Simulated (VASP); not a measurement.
## MgS (Niningerite): single point with LDA

Crystal: MgS (Niningerite).

```xyz
2
Lattice="0.0000 2.6016 2.6016 2.6016 0.0000 2.6016 2.6016 2.6016 0.0000" Properties=species:S:1:pos:R:3 pbc="T T T"
S     2.6016    2.6016    2.6016
Mg    0.0000    0.0000    0.0000
```

```json
{
 "Program": "VASP 6.6.1",
 "Task": "single point",
 "Functional": "LDA",
 "Potentials or basis": "VASP PAW LDA potentials, release 64 (S, Mg)",
 "Cutoff": "520 eV",
 "k mesh": "9 × 9 × 9",
 "Occupations": "fermi-dirac, width 0.05 eV",
 "Spin": "no spin polarisation",
 "Dipole correction": "no",
 "Further INCAR settings": "ALGO = Normal; EDIFF = 1e-06; NBANDS = 11"
}
```

```yaml
Pressure: -3.9 GPa
Band_gap_on_the_k_mesh: 2.69 eV, indirect (least direct gap 3.49 eV)
```

Levels at points of the mesh, in eV from the valence-band top:
| k point | band 1 | band 2 | band 3 | band 4 | band 5 | band 6 | band 7 | band 8 | band 9 |
| --- | --- | --- | --- | --- | --- | --- | --- | --- | --- |
| (0.00, 0.00, 0.00) | -12.64 | 0.00 | 0.00 | 0.00 | 3.49 | 7.84 | 7.84 | 7.84 | 10.27 |

Run time: 5 s on 1 thread of Intel(R) Xeon(R) 6975P-C (Granite Rapids), with other jobs on the host, peak memory 0.14 GiB.

A k mesh can miss the band edges. As with any semilocal functional, this LDA gap is likely too small.
